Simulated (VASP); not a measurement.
# AlRu (Pm-3m) in VASP: density of states with PBEsol

Aim: the density of states of AlRu with PBEsol.

Everything below comes from runs of VASP 6.6.1. Logs are shortened: lines on timing, memory, paths and dates and some standing lists are left out, and cuts for length are marked.

**1. The cell of the first run**

It takes space group Pm-3m (No. 221, cubic). The conventional cell has a = 3.030 Å, b = 3.030 Å, c = 3.030 Å, α = 90.00°, β = 90.00°, γ = 90.00°. Ru (site symmetry m-3m) has 8 Al at 2.62 Å and 6 Ru at 3.03 Å within 3.5 Å. Al (site symmetry m-3m) has 8 Ru at 2.62 Å and 6 Al at 3.03 Å within 3.5 Å.

**2. Density of states, PBEsol**

POSCAR

```
AlRu
1.0
    3.0300820000      0.0000000000      0.0000000000
    0.0000000000      3.0300820000      0.0000000000
    0.0000000000      0.0000000000      3.0300820000
Ru Al
1 1
Direct
    0.5000000000      0.5000000000      0.5000000000
    0.0000000000      0.0000000000      0.0000000000
```

INCAR.step1

```
SYSTEM = AlRu
PREC = Accurate ; ENCUT = 520
EDIFF = 1E-7 ; ISMEAR = 1
SIGMA = 0.1055 ; LREAL = .False.
LASPH = .True. ; NELM = 60
ALGO = Normal ; ISIF = 2
LWAVE = .False. ; LCHARG = .True.
LMAXMIX = 4 ; GGA = PS
NBANDS = 16
```

KPOINTS.step1

```
regular mesh
0
Gamma
  11 11 11
  0 0 0
```

INCAR.step2

```
SYSTEM = AlRu
PREC = Accurate ; ENCUT = 520
EDIFF = 1E-7 ; ISMEAR = -5
SIGMA = 0.1055 ; LREAL = .False.
LASPH = .True. ; NELM = 60
ALGO = Normal ; ISIF = 2
LWAVE = .False. ; LCHARG = .False.
LMAXMIX = 4 ; GGA = PS
LORBIT = 10 ; NBANDS = 16
NEDOS = 2001 ; ICHARG = 11
```

KPOINTS.step2

```
regular mesh
0
Gamma
  17 17 17
  0 0 0
```

Potentials or basis: VASP PAW PBE potentials, release 64 (Ru_pv, Al).

The run is started by

```bash
> cat potpaw_PBE.64/Ru_pv/POTCAR potpaw_PBE.64/Al/POTCAR > POTCAR
> cp INCAR.step1 INCAR
> cp KPOINTS.step1 KPOINTS
> mpirun -np 1 vasp_std > vasp.out
> cp INCAR.step2 INCAR
> cp KPOINTS.step2 KPOINTS
> mpirun -np 1 vasp_std > vasp.out
```

OUTCAR:

```text
SYSTEM = AlRu
   PREC = Accurate
   ENCUT = 520
   EDIFF = 1E-7
   ISMEAR = -5
   LREAL = .False.
   LASPH = .True.
   NELM = 60
   ISIF = 2
   GGA = PS
   LORBIT = 10
   ICHARG = 11

 ion  position               nearest neighbor table
   1  0.500  0.500  0.500-   2 2.62   2 2.62   2 2.62   2 2.62   2 2.62   2 2.62   2 2.62   2 2.62

   2  0.000  0.000  0.000-   1 2.62   1 2.62   1 2.62   1 2.62   1 2.62   1 2.62   1 2.62   1 2.62

  LATTYP: Found a simple cubic cell.
 ALAT       =     3.0300820000

  Lattice vectors:

 A1 = (   3.0300820000,   0.0000000000,   0.0000000000)
 A2 = (   0.0000000000,   3.0300820000,   0.0000000000)
 A3 = (   0.0000000000,   0.0000000000,   3.0300820000)

Analysis of symmetry for initial positions (statically):
=====================================================================
 Subroutine PRICEL returns:
 Original cell was already a primitive cell.

 Routine SETGRP: Setting up the symmetry group for a
 simple cubic supercell.

 Subroutine GETGRP returns: Found 48 space group operations
 (whereof 48 operations were pure point group operations)
 out of a pool of 48 trial point group operations.

The static configuration has the point symmetry O_h .

Analysis of symmetry for dynamics (positions and initial velocities):
=====================================================================
 Subroutine PRICEL returns:
 Original cell was already a primitive cell.

 Routine SETGRP: Setting up the symmetry group for a
 simple cubic supercell.

 Subroutine GETGRP returns: Found 48 space group operations
 (whereof 48 operations were pure point group operations)
 out of a pool of 48 trial point group operations.

The dynamic configuration has the point symmetry O_h .

 Subroutine INISYM returns: Found 48 space group operations
 (whereof 48 operations are pure point group operations),
 and found     1 'primitive' translations

----------------------------------------------------------------------------------------

                                     Primitive cell

  volume of cell :      27.8204

  direct lattice vectors                    reciprocal lattice vectors
     3.030082000  0.000000000  0.000000000     0.330024072  0.000000000  0.000000000
     0.000000000  3.030082000  0.000000000     0.000000000  0.330024072  0.000000000
     0.000000000  0.000000000  3.030082000     0.000000000  0.000000000  0.330024072

  length of vectors
     3.030082000  3.030082000  3.030082000     0.330024072  0.330024072  0.330024072

[... 85 lines left out ...]
   NSW    =      0    number of steps for IOM
   IBRION =     -1    ionic relax: 0-MD 1-quasi-New 2-CG
   NFREE  =      0    steps in history (QN), initial steepest desc. (CG)
   ISIF   =      2    stress and relaxation
   ISYM   =      2    0-nonsym 1-usesym 2-fastsym
   POTIM  = 0.5000    time-step for ionic-motion
   TEBEG  =    0.0;   TEEND  =   0.0 temperature during run
   PSTRESS=    0.0 pullay stress
   NELECT =      17.0000    total number of electrons
   NUPDOWN=      -1.0000    fix difference up-down
   EMIN   =  10.00;   EMAX   =-10.00  energy-range for DOS
   EFERMI =   0.00;   METHOD = LEGACY
   ISMEAR =    -5;   SIGMA  =   0.11  broadening in eV -4-tet -1-fermi 0-gaus
   EFERMI_NEDOS =   21; number of points for ismear=-14 and -15
   IALGO  =     38    algorithm
   IMIX   =      4    mixing-type and parameters
     AMIX     =   0.40;   BMIX     =  1.00
     AMIX_MAG =   1.60;   BMIX_MAG =  1.00
  volume/ion in A,a.u.               =      13.91        93.87
  Fermi-wavevector in a.u.,A,eV,Ry     =   1.389217  2.625239 26.258208  1.929924
  Thomas-Fermi vector in A             =   2.513269
   LORBIT       =     10    0 simple, 1 ext, 2 COOP (PROOUT), +10 PAW based schemes
   GGA     = PS    functional components
   LHFCALC =     F    Hartree Fock is set to
   AEXX    =    0.0000 exact exchange contribution
   IVDW    =     0    specifies the selected vdW correction
   LEPSILON=     F    determine dielectric tensor
   LRPA    =     F    only Hartree local field effects (RPA)
 non-spin polarized calculation
 Fermi weights with tetrahedron method with Bloechl corrections
  energy-cutoff  :      520.00
  volume of cell :       27.82
 maximum number of plane-waves:       764
 NGX is ok and might be reduce to    24

 number of electron      17.0000001 magnetization

 Free energy of the ion-electron system (eV)
  ---------------------------------------------------
  ext. energy  EPLUGINS =         0.00000000
  ---------------------------------------------------
  free energy    TOTEN  =       -15.46903987 eV

  energy without entropy =      -15.46903987  energy(sigma->0) =      -15.46903987

 E-fermi :  10.0486     XC(G=0): -12.4912

 val. band max:       10.0757516634   @ k =   0.0588   0.0588   0.0000
 cond. band min:       9.9542365569   @ k =   0.3529   0.3529   0.2941
 fundamental gap:     -0.1215151065
 Fermi energy:        10.0485963238

 k-point     1 :       0.0000    0.0000    0.0000
  band No.  band energies     occupation
      1     -31.6402      2.00000
      2     -31.6402      2.00000
      3     -31.6402      2.00000
      4       0.6065      2.00000
      5       6.6768      2.00000
      6       6.6768      2.00000
[... 433 lines left out ...]
      3     -31.6228      2.00000
      4       4.2929      2.00000
      5       4.9971      2.00000
      6       7.5595      2.00000
[... 8 lines left out ...]
     15      22.0704      0.00000
     16      22.3215      0.00000

 [... further k-points ...]
[... 5 lines left out ...]
  --------------------------------------------------------------------------------------
  -------------------------------------------------------------------------------------
  Total       -1.7788649     -1.7788649     -1.7788649     -0.0000000      0.0000000     -0.0000000
  in kB     -102.4449161   -102.4449161   -102.4449161     -0.0000000      0.0000000     -0.0000000
  external PRESSURE =    -102.4449161 kB  Pullay stress =       0.0000000 kB

 VOLUME and BASIS-vectors are now :
 -----------------------------------------------------------------------------
  energy-cutoff  :      520.00
  volume of cell :       27.82
      direct lattice vectors                 reciprocal lattice vectors
     3.030082000  0.000000000  0.000000000     0.330024072  0.000000000  0.000000000
     0.000000000  3.030082000  0.000000000     0.000000000  0.330024072  0.000000000
     0.000000000  0.000000000  3.030082000     0.000000000  0.000000000  0.330024072

 POSITION                                       TOTAL-FORCE (eV/Angst)
 -----------------------------------------------------------------------------------
      1.51504      1.51504      1.51504         0.000000      0.000000      0.000000
      0.00000      0.00000      0.00000         0.000000      0.000000      0.000000
 -----------------------------------------------------------------------------------
    total drift:                                0.000000     -0.000000     -0.000000

  FREE ENERGIE OF THE ION-ELECTRON SYSTEM (eV)
  ---------------------------------------------------
  free  energy   TOTEN  =       -15.4690398749 eV

  energy  without entropy=      -15.4690398749  energy(sigma->0) =      -15.46903987

 total charge

# of ion       s       p       d       tot
------------------------------------------
    1        0.324   6.227   6.170  12.721
    2        0.385   0.400   0.000   0.785
--------------------------------------------------
tot          0.708   6.627   6.170  13.505
```

OUTCAR.step1:

```text
SYSTEM = AlRu
   PREC = Accurate
   ENCUT = 520
   EDIFF = 1E-7
   ISMEAR = 1
   LREAL = .False.
   LASPH = .True.
[... 679 lines left out ...]
      1.51504      1.51504      1.51504         0.000000      0.000000      0.000000
      0.00000      0.00000      0.00000         0.000000      0.000000      0.000000
 -----------------------------------------------------------------------------------
    total drift:                                0.000000     -0.000000     -0.000000

  FREE ENERGIE OF THE ION-ELECTRON SYSTEM (eV)
  ---------------------------------------------------
  free  energy   TOTEN  =       -15.4619773291 eV

  energy  without entropy=      -15.4608513807  energy(sigma->0) =      -15.46160201
```

Wall time 30 s (1 thread of Intel Xeon 6975P-C, shared host); peak memory 0.19 GiB.

What came out:

| Item | Value |
| --- | --- |
| Valence electrons inside the program's atomic spheres | Ru 12.72; Al 0.79 |

Caveat: the PAW data sets were made with another functional, which shifts forces and pressure a little; tetrahedron occupations give inexact forces and stress in metals.
